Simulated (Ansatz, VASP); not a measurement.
Cr in VASP and in Ansatz

```xyz
2
Lattice="2.5411 0.0000 0.0000 -1.2705 2.2007 0.0000 0.0000 0.0000 4.5872" Properties=species:S:1:pos:R:3 pbc="T T T"
Cr    0.0000    1.4671    1.1468
Cr    1.2705    0.7336    3.4404
```

Alike in both runs: task single point; functional BLYP; k mesh 16 × 16 × 8; occupations fermi-dirac, width 0.1 eV; no spin polarisation.

```csv
,VASP,Ansatz
version,VASP 6.6.1,Ansatz 0.2.0
potentials or method,"VASP PAW PBE potentials, release 64 (Cr_pv), cutoff 520 eV","plane waves (420 eV) with PAW, scalar-relativistic"
valence electrons in the cell,24,28
```

|  | VASP | Ansatz | Ansatz less VASP |
| --- | --- | --- | --- |
| pressure (GPa) | -7.8 | -7.7 | +0.12 |
| traceless stress, the component that is largest in VASP (GPa) | 0.71 | 0.73 | +0.021 |

VASP's potentials were made for PBE, not for BLYP. With one functional, cell and mesh, what is left measures potentials, basis and numerics. VASP's potentials hold 24 valence electrons a cell and Ansatz's 28, so a difference there can come from the potentials and not from the codes.
